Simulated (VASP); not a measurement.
**Fe: single point with PBEsol**

Crystal: Fe.

```
Fe
1.0
    -1.41354    1.41354    1.41354
     1.41354   -1.41354    1.41354
     1.41354    1.41354   -1.41354
Fe
1
Direct
  0.00000 0.00000 0.00000
```

This cell differs from its parent crystal: volume scaled by 0.94.

```json
{"Program": "VASP 6.6.1", "Task": "single point", "Functional": "PBEsol", "Potentials or basis": "VASP PAW PBE potentials, release 64 (Fe)", "Cutoff": "520 eV", "k mesh": "13 × 13 × 13", "Occupations": "fermi-dirac, width 0.05 eV", "Spin": "collinear spin, ferromagnetic start", "Starting moments": "[3.0] μB", "Dipole correction": "no", "Further INCAR settings": "ALGO = Normal; EDIFF = 1e-07; NBANDS = 14"}
```

```yaml
Pressure: -9.3 GPa
Net_moment: 2.13 μB per cell
Site_moments: Fe +2.12 μB
Valence_electrons_inside_the_program's_atomic_spheres: Fe 7.28
```

Levels at points of the mesh, in eV from the Fermi level:
Spin up:
| k point | band 2 | band 3 | band 4 | band 5 | band 6 | band 7 | band 8 | band 9 |
| --- | --- | --- | --- | --- | --- | --- | --- | --- |
| (0.00, 0.00, 0.00) | -2.32 | -2.32 | -2.32 | -1.06 | -1.06 | 24.98 | 24.98 | 24.98 |
Spin down:
| k point | band 1 | band 2 | band 3 | band 4 | band 5 | band 6 |
| --- | --- | --- | --- | --- | --- | --- |
| (0.00, 0.00, 0.00) | -8.31 | -0.45 | -0.45 | -0.45 | 1.55 | 1.55 |

Wall time 37 s on 1 thread of Intel(R) Xeon(R) Platinum 8259CL CPU @ 2.50GHz (Skylake/Cascade Lake) (shared host), peak memory 0.14 GiB.

Caveat: the PAW data sets were made with another functional, which shifts forces and pressure a little.
